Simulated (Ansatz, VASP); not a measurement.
**Sn: VASP beside Ansatz**

The input INCAR:

```
PREC     = Accurate       # precision mode
ENCUT    = 520            # plane-wave cutoff, eV
EDIFF    = 1E-6           # SCF threshold, eV
ISMEAR   = 0              # smearing method
SIGMA    = 0.1            # smearing width, eV
LREAL    = False          # projectors in reciprocal space
LASPH    = True           # aspherical terms in the spheres
NELM     = 80             # most SCF steps
ALGO     = Fast           # electronic algorithm
ISIF     = 2              # what is computed and relaxed
LWAVE    = False          # write WAVECAR
LCHARG   = False          # write CHGCAR
LDIPOL   = True         
IDIPOL   = 3            
DIPOL    = 0.5 0.5 0.500
GGA      = PS             # functional
NBANDS   = 58             # bands
```

Contents of KPOINTS:

```
regular mesh
0
Gamma
  12 9 1
```

The input POSCAR:

```
Sn
1.0
    3.1526176509      0.0000000000      0.0000000000
   -1.5763088254      4.1279327226      0.0000000000
    0.0000000000      0.0000000000     27.3837981678
Sn
7
Direct
    0.5000000000      0.0000000000      0.2738845778
    0.5000000000      0.5000000000      0.3492563852
    0.0000000000      0.0000000000      0.4246281926
    0.0000000000      0.5000000000      0.5000000000
    0.5000000000      0.0000000000      0.5753718074
    0.5000000000      0.5000000000      0.6507436148
    0.0000000000      0.0000000000      0.7261154222
```

Input for Ansatz:

```yaml
crystal:
  lattice:
    - [3.1526176509, 0.0, 0.0]
    - [-1.5763088254, 4.1279327226, 0.0]
    - [0.0, 0.0, 27.3837981678]
  atoms:
    - { symbol: Sn, position: [0.5, 0.0, 0.2738845778] }
    - { symbol: Sn, position: [0.5, 0.5, 0.3492563852] }
    - { symbol: Sn, position: [0.0, 0.0, 0.4246281926] }
    - { symbol: Sn, position: [0.0, 0.5, 0.5] }
    - { symbol: Sn, position: [0.5, 0.0, 0.5753718074] }
    - { symbol: Sn, position: [0.5, 0.5, 0.6507436148] }
    - { symbol: Sn, position: [0.0, 0.0, 0.7261154222] }
basis:
  ecutwfc: 420
kpoints:
  mp_grid: { grid: [12, 9, 1] }
hamiltonian:
  xc: pbesol
scf:
  occupations: { method: gaussian, width: 0.1 }
output:
  forces: true
  stress: true
  eigenvalues: true
efield:
  axis: 3
  dipole_correction: true
```

Alike in both runs: task single point; functional PBEsol; k mesh 12 × 9 × 1; occupations gaussian, width 0.1 eV; no spin polarisation.

```csv
,VASP,Ansatz
version,VASP 6.6.1,Ansatz 0.2.0
potentials or method,"VASP PAW PBE potentials, release 64 (Sn_d), cutoff 520 eV","scalar-relativistic, plane waves, PAW"
valence electrons in the cell,98,98
```

```tsv
	VASP	Ansatz	Ansatz less VASP
gap on the k mesh at the Fermi level (eV)	none	none	-
rms of the force components (eV/Å)	0.145	0.145	+0.0004
```

VASP's potentials were made for PBE, not for PBEsol. Atom by atom the forces differ by 0.003 eV/Å (rms over components). A gap of «none» marks a metal or a gap that the smearing closes.
